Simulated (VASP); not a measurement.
A run of VASP 6.6.1 is set up as follows.

INCAR

```
SYSTEM = As
PREC = Accurate
ENCUT = 520
EDIFF = 1E-6
ISMEAR = -1
SIGMA = 0.1
LREAL = .False.
LASPH = .True.
NELM = 100
ALGO = Normal
ISIF = 2
LWAVE = .False.
LCHARG = .True.
GGA = RE
LELF = .True.
LVHAR = .True.
NBANDS = 12
```

KPOINTS

```
Automatic mesh
0
Gamma
  13 13 8
  0 0 0
```

POSCAR

```
As
1.0
    3.1330283663      0.0000000000      0.0000000000
   -1.5665141831      2.7132821560      0.0000000000
    0.0000000000      0.0000000000      4.7776045521
As
2
Direct
    0.3333333333      0.6666666667      0.2500000000
    0.6666666667      0.3333333333      0.7500000000
```

Potentials or basis: VASP PAW PBE potentials, release 64 (As).

Launch:

```bash
$ cat potpaw_PBE.64/As/POTCAR > POTCAR
$ mpirun -np 1 vasp_std > vasp.out
```

Problem. What does it give for the pressure?

Solution. -2.5 GPa.

Problem. Estimate the band gap on the k mesh.

Solution. Zero (band 5 reaches 9.71 eV, above the bottom of band 6 at 2.71 eV).

Stress tensor (GPa, compression positive):
```
-2.78  0.00  0.00
 0.00 -2.78  0.00
 0.00  0.00 -1.94
```

Caveat: the PAW data sets were made with another functional, which shifts forces and pressure a little.
